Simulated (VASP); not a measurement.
# Ge2Sb2Te5 (P-3m1) in VASP: single point with LDA

Aim: the single point of Ge2Sb2Te5 with LDA.

All numbers are computed with VASP 6.6.1; they aren't measurements. Logs are shortened: lines on timing, memory, paths and dates and some standing lists are left out, and cuts for length are marked.

## (1) The cell of the first run

The structure is trigonal, space group P-3m1 (No. 164). The conventional cell has a = 4.197 Å, b = 4.197 Å, c = 16.654 Å, α = 90.00°, β = 90.00°, γ = 120.00°. Ge (site symmetry 3m) has 6 Te at 2.93 to 2.95 Å within 3.9 Å. Within 3.9 Å of Sb (site symmetry 3m) lie 6 Te at 2.97 to 3.13 Å. Within 3.9 Å of Te (site symmetry -3m) lie 6 Ge at 2.95 Å. Te (site symmetry 3m) has 3 Ge at 2.93 Å and 3 Sb at 3.13 Å within 3.9 Å. Te (site symmetry 3m) has 3 Sb at 2.97 Å and 3 Te at 3.56 Å within 3.9 Å.

## (2) Single point, LDA

File INCAR:

```
ALGO = Normal ; EDIFF = 1E-6
ENCUT = 520 ; ISIF = 2
ISMEAR = 0 ; LASPH = True
LCHARG = False ; LREAL = False
LWAVE = False ; NBANDS = 44
NELM = 80 ; PREC = Accurate
SIGMA = 0.05
```

File KPOINTS:

```
k-points
0
Gamma
  10 10 4
```

File POSCAR:

```
Ge2Sb2Te5
1.0
    4.1972930175      0.0000000000      0.0000000000
   -2.0986465087      3.6349623803      0.0000000000
    0.0000000000      0.0000000000     16.6537437526
Ge Sb Te
2 2 5
Direct
    0.3333333333      0.6666666667      0.8993026118
    0.6666666667      0.3333333333      0.1006973882
    0.0000000000      0.0000000000      0.6814738220
    0.0000000000      0.0000000000      0.3185261780
    0.0000000000      0.0000000000      0.0000000000
    0.6666666667      0.3333333333      0.8007712878
    0.3333333333      0.6666666667      0.1992287122
    0.3333333333      0.6666666667      0.5784110069
    0.6666666667      0.3333333333      0.4215889931
```

Potentials or basis: VASP PAW LDA potentials, release 64 (Ge_d, Sb, Te).

The run is started by

```sh
$ cat potpaw_LDA.64/Ge_d/POTCAR potpaw_LDA.64/Sb/POTCAR potpaw_LDA.64/Te/POTCAR > POTCAR
$ mpirun -np 1 vasp_std > vasp.out
```

OUTCAR:

```text
EDIFF = 1E-6
   ENCUT = 520
   ISIF = 2
   ISMEAR = 0
   LASPH = True
   LREAL = False
   NELM = 80
   PREC = Accurate

 ion  position               nearest neighbor table
   1  0.333  0.667  0.899-   6 2.93   6 2.93   6 2.93   5 2.95   5 2.95   5 2.95
   2  0.667  0.333  0.101-   7 2.93   7 2.93   7 2.93   5 2.95   5 2.95   5 2.95
   3  0.000  0.000  0.681-   8 2.97   8 2.97   8 2.97   6 3.13   6 3.13   6 3.13
   4  0.000  0.000  0.319-   9 2.97   9 2.97   9 2.97   7 3.13   7 3.13   7 3.13
   5  0.000  0.000  0.000-   1 2.95   2 2.95   1 2.95   2 2.95   2 2.95   1 2.95
   6  0.667  0.333  0.801-   1 2.93   1 2.93   1 2.93   3 3.13   3 3.13   3 3.13
   7  0.333  0.667  0.199-   2 2.93   2 2.93   2 2.93   4 3.13   4 3.13   4 3.13
   8  0.333  0.667  0.578-   3 2.97   3 2.97   3 2.97   9 3.56   9 3.56   9 3.56
   9  0.667  0.333  0.422-   4 2.97   4 2.97   4 2.97   8 3.56   8 3.56   8 3.56

  LATTYP: Found a hexagonal cell.
 ALAT       =     4.1972930175
 C/A-ratio  =     3.9677343667

  Lattice vectors:

 A1 = (   4.1972930175,   0.0000000000,   0.0000000000)
 A2 = (  -2.0986465087,   3.6349623803,   0.0000000000)
 A3 = (   0.0000000000,   0.0000000000,  16.6537437526)

Analysis of symmetry for initial positions (statically):
=====================================================================
 Subroutine PRICEL returns:
 Original cell was already a primitive cell.

 Routine SETGRP: Setting up the symmetry group for a
 hexagonal supercell.

 Subroutine GETGRP returns: Found 12 space group operations
 (whereof 12 operations were pure point group operations)
 out of a pool of 24 trial point group operations.

The static configuration has the point symmetry D_3d.

Analysis of symmetry for dynamics (positions and initial velocities):
=====================================================================
 Subroutine PRICEL returns:
 Original cell was already a primitive cell.

 Routine SETGRP: Setting up the symmetry group for a
 hexagonal supercell.

 Subroutine GETGRP returns: Found 12 space group operations
 (whereof 12 operations were pure point group operations)
 out of a pool of 24 trial point group operations.

The dynamic configuration has the point symmetry D_3d.

 Subroutine INISYM returns: Found 12 space group operations
 (whereof 12 operations are pure point group operations),
 and found     1 'primitive' translations

----------------------------------------------------------------------------------------

                                     Primitive cell

  volume of cell :     254.0862

  direct lattice vectors                    reciprocal lattice vectors
     4.197293017  0.000000000  0.000000000     0.238248794  0.137553005  0.000000000
    -2.098646509  3.634962380  0.000000000     0.000000000  0.275106011  0.000000000
     0.000000000  0.000000000 16.653743753     0.000000000  0.000000000  0.060046559

  length of vectors
     4.197293017  4.197293017 16.653743753     0.275106011  0.275106011  0.060046559

  position of ions in fractional coordinates (direct lattice)
     0.333333333  0.666666667  0.899302612
     0.666666667  0.333333333  0.100697388
     0.000000000  0.000000000  0.681473822
     0.000000000  0.000000000  0.318526178
     0.000000000  0.000000000  0.000000000
     0.666666667  0.333333333  0.800771288
     0.333333333  0.666666667  0.199228712
     0.333333333  0.666666667  0.578411007
     0.666666667  0.333333333  0.421588993

  ion indices of the primitive-cell ions
   primitive index   ion index
                 1           1
                 2           2
                 3           3
                 4           4
                 5           5
                 6           6
                 7           7
                 8           8
                 9           9

----------------------------------------------------------------------------------------

 KPOINTS: k-points

Automatic generation of k-mesh.
 Grid dimensions read from file:
 generate k-points for:   10   10    4

 Generating k-lattice:

  Cartesian coordinates                     Fractional coordinates (reciprocal lattice)
     0.023824879  0.013755301  0.000000000     0.100000000 -0.000000000  0.000000000
     0.000000000  0.027510601  0.000000000     0.000000000  0.100000000  0.000000000
     0.000000000  0.000000000  0.015011640     0.000000000  0.000000000  0.250000000

  Length of vectors
     0.027510601  0.027510601  0.015011640

  Shift w.r.t. Gamma in fractional coordinates (k-lattice)
     0.000000000  0.000000000  0.000000000

 Subroutine IBZKPT returns following result:
 ===========================================

 Found     50 irreducible k-points:

 Following reciprocal coordinates:
            Coordinates               Weight
  0.000000  0.000000  0.000000      1.000000
  0.100000  0.000000  0.000000      6.000000
  0.200000  0.000000  0.000000      6.000000
  0.300000  0.000000  0.000000      6.000000
  0.400000  0.000000  0.000000      6.000000
  0.500000 -0.000000  0.000000      3.000000
[... 16 lines left out ...]
  0.000000  0.400000  0.250000      6.000000
  0.500000 -0.000000  0.250000      6.000000
 [... further k-points ...]
   k-points           NKPTS =     50   k-points in BZ     NKDIM =     50   number of bands    NBANDS=     44
   number of dos      NEDOS =    301   number of ions     NIONS =      9
   total plane-waves  NPLWV = 129024
   dimension x,y,z NGX =    32 NGY =   32 NGZ =  126
   dimension x,y,z NGXF=    64 NGYF=   64 NGZF=  252
   ions per type =               2   2   5
   NGX,Y,Z   is equivalent  to a cutoff of  12.67, 12.67, 12.58 a.u.
   NGXF,Y,Z  is equivalent  to a cutoff of  25.35, 25.35, 25.16 a.u.
 SYSTEM =  unknown system
   PREC   = accura    normal or accurate (medium, high low for compatibility)
   ISTART =      0    job   : 0-new  1-cont  2-samecut
   ICHARG =      2    charge: 1-file 2-atom 10-const
   ISPIN  =      1    spin polarized calculation?
   LNONCOLLINEAR =      F non collinear calculations
   LSORBIT =      F    spin-orbit coupling
   LASPH  =      T    aspherical Exc in radial PAW
   ENCUT  =  520.0 eV  38.22 Ry    6.18 a.u.   7.80  7.80 30.96*2*pi/ulx,y,z
   NELM   =     80;   NELMIN=  2; NELMDL= -5     # of ELM steps
   EDIFF  = 0.1E-05   stopping-criterion for ELM
   LREAL  =      F    real-space projection
   EDIFFG = 0.1E-04   stopping-criterion for IOM
   NSW    =      0    number of steps for IOM
   IBRION =     -1    ionic relax: 0-MD 1-quasi-New 2-CG
   NFREE  =      0    steps in history (QN), initial steepest desc. (CG)
   ISIF   =      2    stress and relaxation
   ISYM   =      2    0-nonsym 1-usesym 2-fastsym
   POTIM  = 0.5000    time-step for ionic-motion
   TEBEG  =    0.0;   TEEND  =   0.0 temperature during run
   PSTRESS=    0.0 pullay stress
   NELECT =      68.0000    total number of electrons
   NUPDOWN=      -1.0000    fix difference up-down
   EMIN   =  10.00;   EMAX   =-10.00  energy-range for DOS
   EFERMI =   0.00;   METHOD = LEGACY
   ISMEAR =     0;   SIGMA  =   0.05  broadening in eV -4-tet -1-fermi 0-gaus
   EFERMI_NEDOS =   21; number of points for ismear=-14 and -15
   IALGO  =     38    algorithm
   IMIX   =      4    mixing-type and parameters
     AMIX     =   0.40;   BMIX     =  1.00
     AMIX_MAG =   1.60;   BMIX_MAG =  1.00
  volume/ion in A,a.u.               =      28.23       190.52
  Fermi-wavevector in a.u.,A,eV,Ry     =   1.054996  1.993653 15.143507  1.113016
  Thomas-Fermi vector in A             =   2.190177
   LORBIT       =      0    0 simple, 1 ext, 2 COOP (PROOUT), +10 PAW based schemes
   GGA     = CA    functional components
   LHFCALC =     F    Hartree Fock is set to
   AEXX    =    0.0000 exact exchange contribution
   IVDW    =     0    specifies the selected vdW correction
   LEPSILON=     F    determine dielectric tensor
   LRPA    =     F    only Hartree local field effects (RPA)
 non-spin polarized calculation
 Gauss-broadening in eV      SIGMA  =   0.05
  energy-cutoff  :      520.00
  volume of cell :      254.09
 maximum number of plane-waves:      6868
 NGX is ok and might be reduce to    32
   NGX = 15   NGY = 15   NGZ = 61

 number of electron      68.0000000 magnetization

 Free energy of the ion-electron system (eV)
  ---------------------------------------------------
  ext. energy  EPLUGINS =         0.00000000
  ---------------------------------------------------
  free energy    TOTEN  =       -39.96548123 eV

  energy without entropy =      -39.96529280  energy(sigma->0) =      -39.96538702

 E-fermi :   7.0770     XC(G=0):  -9.9680

 val. band max:        6.9539647493   @ k =   0.0000   0.0000   0.2500
 cond. band min:       7.0787709267   @ k =   0.0000   0.0000   0.0000
 fundamental gap:      0.1248061773
 Fermi energy:         7.0769533273

 k-point     1 :       0.0000    0.0000    0.0000
  band No.  band energies     occupation
      1     -18.0822      2.00000
      2     -18.0822      2.00000
      3     -18.0811      2.00000
      4     -18.0811      2.00000
      5     -18.0730      2.00000
      6     -18.0728      2.00000
[... 36 lines left out ...]
     43       8.6353      0.00000
     44       9.7156      0.00000

 k-point     2 :       0.1000    0.0000    0.0000
  band No.  band energies     occupation
      1     -18.0826      2.00000
      2     -18.0821      2.00000
      3     -18.0813      2.00000
      4     -18.0809      2.00000
      5     -18.0730      2.00000
      6     -18.0728      2.00000
[... 36 lines left out ...]
     43       8.9893      0.00000
     44       9.8768      0.00000

 k-point     3 :       0.2000    0.0000    0.0000
  band No.  band energies     occupation
      1     -18.0836      2.00000
      2     -18.0819      2.00000
      3     -18.0819      2.00000
      4     -18.0806      2.00000
      5     -18.0733      2.00000
      6     -18.0724      2.00000
[... 976 lines left out ...]
     43      10.1881      0.00000
     44      10.2061      0.00000

 k-point    24 :       0.5000   -0.0000    0.2500
  band No.  band energies     occupation
      1     -18.0861      2.00000
      2     -18.0837      2.00000
      3     -18.0816      2.00000
      4     -18.0796      2.00000
      5     -18.0739      2.00000
      6     -18.0724      2.00000
[... 36 lines left out ...]
     43       9.9926      0.00000
     44      10.3007      0.00000

 [... further k-points ...]

------------------------ aborting loop because EDIFF is reached ----------------------------------------

  FORCE on cell =-STRESS in cart. coord.  units (eV):
  Direction    XX          YY          ZZ          XY          YZ          ZX
  --------------------------------------------------------------------------------------
  -------------------------------------------------------------------------------------
  Total        0.0698095      0.0698095      0.0954863      0.0000000      0.0000000      0.0000000
  in kB        0.4401942      0.4401942      0.6021026      0.0000000      0.0000000      0.0000000
  external PRESSURE =       0.4941636 kB  Pullay stress =       0.0000000 kB

 VOLUME and BASIS-vectors are now :
 -----------------------------------------------------------------------------
  energy-cutoff  :      520.00
  volume of cell :      254.09
      direct lattice vectors                 reciprocal lattice vectors
     4.197293017  0.000000000  0.000000000     0.238248794  0.137553005  0.000000000
    -2.098646509  3.634962380  0.000000000     0.000000000  0.275106011  0.000000000
     0.000000000  0.000000000 16.653743753     0.000000000  0.000000000  0.060046559

 POSITION                                       TOTAL-FORCE (eV/Angst)
 -----------------------------------------------------------------------------------
     -0.00000      2.42331     14.97676         0.000000     -0.000000     -0.000208
      2.09865      1.21165      1.67699        -0.000000      0.000000      0.000208
      0.00000      0.00000     11.34909         0.000000      0.000000      0.041863
      0.00000      0.00000      5.30465         0.000000      0.000000     -0.041863
      0.00000      0.00000      0.00000         0.000000      0.000000      0.000000
      2.09865      1.21165     13.33584        -0.000000      0.000000     -0.002762
     -0.00000      2.42331      3.31790         0.000000      0.000000      0.002762
     -0.00000      2.42331      9.63271         0.000000      0.000000     -0.052917
      2.09865      1.21165      7.02104         0.000000      0.000000      0.052917
 -----------------------------------------------------------------------------------
    total drift:                                0.000000     -0.000000      0.000000

  FREE ENERGIE OF THE ION-ELECTRON SYSTEM (eV)
  ---------------------------------------------------
  free  energy   TOTEN  =       -39.9654812287 eV

  energy  without entropy=      -39.9652928023  energy(sigma->0) =      -39.96538702
```

Run time: 6.1 min. Hardware: 1 thread of Intel Xeon 6975P-C (Granite Rapids), shared host; peak memory 0.61 GiB.

Results:

- Free energy: -39.9655 eV
- Pressure: 0.0 GPa
- Largest force: 0.053 eV/Å
- Band gap on the k mesh: 0.02 eV

Forces on the atoms (eV/Å):
```
Ge   0.000  0.000  0.000
Ge   0.000  0.000  0.000
Sb   0.000  0.000  0.042
Sb   0.000  0.000 -0.042
Te   0.000  0.000  0.000
Te   0.000  0.000 -0.003
Te   0.000  0.000  0.003
Te   0.000  0.000 -0.053
Te   0.000  0.000  0.053
```

Levels at points of the mesh, in eV from the valence-band top:
```
           k point  band 31  band 32  band 33  band 34  band 35  band 36  band 37  band 38
(0.00, 0.00, 0.00)    -1.49    -1.20    -0.91     0.00     0.02     0.02     0.15     0.80
(0.50, 0.00, 0.00)    -1.89    -1.84    -1.48    -0.93     0.19     0.86     0.87     1.10
(0.00, 0.00, 0.50)    -1.63    -1.49    -0.78    -0.20     0.27     0.27     0.39     0.39
(0.50, 0.00, 0.50)    -2.36    -2.11    -1.52    -0.64     0.15     0.30     1.46     1.50
```

Caveat: the smearing spreads over this small gap; semilocal functionals underestimate gaps, and a narrow one can read as zero; spin-orbit coupling is left out, which moves the levels of the heavy elements. A k mesh can miss the band edges.

The gap in the log of VASP goes by the Fermi energy; the results here count the filled bands.